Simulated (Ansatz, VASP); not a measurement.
Al3NiPd2 in VASP and in Ansatz

```xyz
12
Lattice="-2.1472 3.7129 0.0032 -0.0115 -0.0015 5.2377 6.3954 3.6866 -0.0149" Properties=species:S:1:pos:R:3 pbc="T T T"
Al    2.1203    1.2274    4.4171
Al    4.2456    4.9262    4.4106
Al   -0.0081    2.4719    0.8151
Al    4.2631    2.4574    0.8061
Al   -0.0060   -0.0012    2.6195
Al    2.1185    3.6986    2.6124
Ni    0.0002    0.0013    0.0007
Ni    2.1249    3.7017   -0.0065
Pd   -0.0138    2.4704    3.4951
Pd    4.2580    2.4556    3.4862
Pd    2.1253    1.2283    1.7372
Pd    4.2505    4.9265    1.7306
```

Change from the starting cell: cell x2, atoms moved at random (sigma 0.05 Å) and cell strained at random (1.5 %), then relaxed without symmetry.

Alike in both runs: functional PBE; k mesh 6 × 4 × 4; occupations gaussian, width 0.2 eV; no spin polarisation.

Ansatz relaxed the structure, and its values are those at the end. VASP's run is a single point on that final structure, the one shown.

|  | VASP | Ansatz |
| --- | --- | --- |
| version | VASP 6.6.1 | Ansatz 0.2.0 |
| potentials or method | VASP PAW PBE potentials, release 64 (Al, Ni, Pd), cutoff 520 eV | scalar-relativistic, plane waves, PAW |
| valence electrons in the cell | 78 | 126 |

|  | VASP | Ansatz | Ansatz less VASP |
| --- | --- | --- | --- |
| gap on the k mesh at the Fermi level (eV) | none | none | - |
| pressure (GPa) | 0.1 | 0.0 | -0.03 |
| rms of the force components (eV/Å) | 0.005 | 0.004 | -0.0006 |

A gap of «none» marks a metal or a gap that the smearing closes. VASP's potentials hold 78 valence electrons a cell and Ansatz's 126, so a difference there can come from the potentials and not from the codes.
